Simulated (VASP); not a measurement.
Write the native input for VASP 6.6.1 that does the following.

- Task: single point
- Functional: PBEsol
- Potentials or basis: VASP PAW PBE potentials, release 64 (Cd, As, Ge_d)
- Cutoff: 520 eV
- k mesh: 6 × 6 × 6
- Occupations: fermi-dirac, width 0.05 eV
- Spin: no spin polarisation
- Dipole correction: no
- Further INCAR settings: ALGO = Normal; EDIFF = 1e-07; NBANDS = 46

The structure of CdGeAs2 lies in POSCAR:

```
CdGeAs2
1.0
   -2.9484794142      2.9484794142      5.5877427460
    2.9484794142     -2.9484794142      5.5877427460
    2.9484794142      2.9484794142     -5.5877427460
Cd As Ge
2 4 2
Direct
    0.5000000000      0.5000000000      0.0000000000
    0.2500000000      0.7500000000      0.5000000000
    0.0962175700      0.1250000000      0.4712175700
    0.3750000000      0.9037824300      0.0287824300
    0.6537824300      0.6250000000      0.5287824300
    0.8750000000      0.3462175700      0.9712175700
    0.7500000000      0.2500000000      0.5000000000
    0.0000000000      0.0000000000      0.0000000000
```

The input as run:

INCAR

```
SYSTEM = CdGeAs2
PREC = Accurate
ENCUT = 520
EDIFF = 1E-7
ISMEAR = -1
SIGMA = 0.05
LREAL = .False.
LASPH = .True.
NELM = 100
ALGO = Normal
ISIF = 2
LWAVE = .False.
LCHARG = .True.
GGA = PS
LELF = .True.
LVHAR = .True.
NBANDS = 46
```

KPOINTS

```
Automatic mesh
0
Gamma
  6 6 6
  0 0 0
```

Potentials or basis: VASP PAW PBE potentials, release 64 (Cd, As, Ge_d).

Run with:

```sh
$ cat potpaw_PBE.64/Cd/POTCAR potpaw_PBE.64/As/POTCAR potpaw_PBE.64/Ge_d/POTCAR > POTCAR
$ mpirun -np 1 vasp_std > vasp.out
```

Results of the run:

```
Pressure               : 2.1 GPa
Largest force          : 0.216 eV/Å
Band gap on the k mesh : 0.13 eV
```

Caveat: semilocal functionals underestimate gaps, and a narrow one can read as zero; the PAW data sets were made with another functional, which shifts forces and pressure a little.

Wall time 6.3 min on 1 thread of Intel(R) Xeon(R) Platinum 8488C (Sapphire Rapids), with other jobs on the host, peak memory 0.55 GiB.
